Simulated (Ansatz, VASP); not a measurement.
# Si3N4 in VASP and in Ansatz

Contents of INCAR:

```
ALGO = Normal ; EDIFF = 1E-6
EDIFFG = -0.02 ; ENCUT = 520
GGA = PE ; IBRION = 2
ISIF = 2 ; ISMEAR = -1
LASPH = True ; LCHARG = False
LREAL = False ; LUSENCCL = False
LWAVE = False ; NELM = 100
NSW = 80 ; PREC = Accurate
SIGMA = 0.02
```

File KPOINTS:

```
k-points
0
Gamma
  6 6 6
```

Contents of POSCAR:

```
Si3N4
1.0
   -3.2373500000      3.2373500000      3.2373500000
    3.2373500000     -3.2373500000      3.2373500000
    3.2373500000      3.2373500000     -3.2373500000
Si N
6 8
Direct
    0.2500000000      0.1250000000      0.8750000000
    0.8750000000      0.2500000000      0.1250000000
    0.7500000000      0.3750000000      0.6250000000
    0.6250000000      0.7500000000      0.3750000000
    0.1250000000      0.8750000000      0.2500000000
    0.3750000000      0.6250000000      0.7500000000
    0.5628000000      0.5628000000      0.5628000000
    0.4372000000      0.5000000000      0.0000000000
    0.5000000000      0.0000000000      0.9372000000
    0.0000000000      0.4372000000      0.5000000000
    0.9372000000      0.5000000000      0.0000000000
    0.0628000000      0.0628000000      0.0628000000
    0.0000000000      0.9372000000      0.5000000000
    0.5000000000      0.0000000000      0.4372000000
```

Input for Ansatz:

```yaml
crystal:
  lattice:
    - [-3.23735, 3.23735, 3.23735]
    - [3.23735, -3.23735, 3.23735]
    - [3.23735, 3.23735, -3.23735]
  atoms:
    - { symbol: Si, position: [0.25, 0.125, 0.875] }
    - { symbol: Si, position: [0.875, 0.25, 0.125] }
    - { symbol: Si, position: [0.75, 0.375, 0.625] }
    - { symbol: Si, position: [0.625, 0.75, 0.375] }
    - { symbol: Si, position: [0.125, 0.875, 0.25] }
    - { symbol: Si, position: [0.375, 0.625, 0.75] }
    - { symbol: "N", position: [0.5628, 0.5628, 0.5628] }
    - { symbol: "N", position: [0.4372, 0.5, 0.0] }
    - { symbol: "N", position: [0.5, 0.0, 0.9372] }
    - { symbol: "N", position: [0.0, 0.4372, 0.5] }
    - { symbol: "N", position: [0.9372, 0.5, 0.0] }
    - { symbol: "N", position: [0.0628, 0.0628, 0.0628] }
    - { symbol: "N", position: [0.0, 0.9372, 0.5] }
    - { symbol: "N", position: [0.5, 0.0, 0.4372] }
kpoints:
  mp_grid: { grid: [6, 6, 6] }
scf:
  occupations: { method: fermi_dirac, width: 0.02 }
hamiltonian:
  xc: pbe
  pseudopotentials: { kind: paw, frozen_core: stored }
output:
  forces: true
  stress: true
  populations: true
  efg: { quadrupole_moments_barn: { "N": 0.02044 } }
relax:
  f_tol: 0.02
  max_steps: 60
```

Alike in both runs: task relaxation of the atoms; functional PBE; k mesh 6 × 6 × 6; occupations fermi-dirac, width 0.02 eV; no spin polarisation.

```csv
,VASP,Ansatz
version,VASP 6.6.1,Ansatz 0.2.0
potentials or method,"VASP PAW PBE potentials, release 64 (Si, N)","plane-wave PAW, scalar-relativistic"
plane-wave cutoff (eV),520,420
valence electrons in the cell,64,64
```

```tsv
	VASP	Ansatz	Ansatz less VASP
gap on the k mesh at the Fermi level, each at its own relaxed structure (eV)	4.07	4.07	+0.005
```

Ansatz's warnings: stress scf threshold loose.

Noted on VASP's run: the relaxation stopped at its first step, so nothing moved.
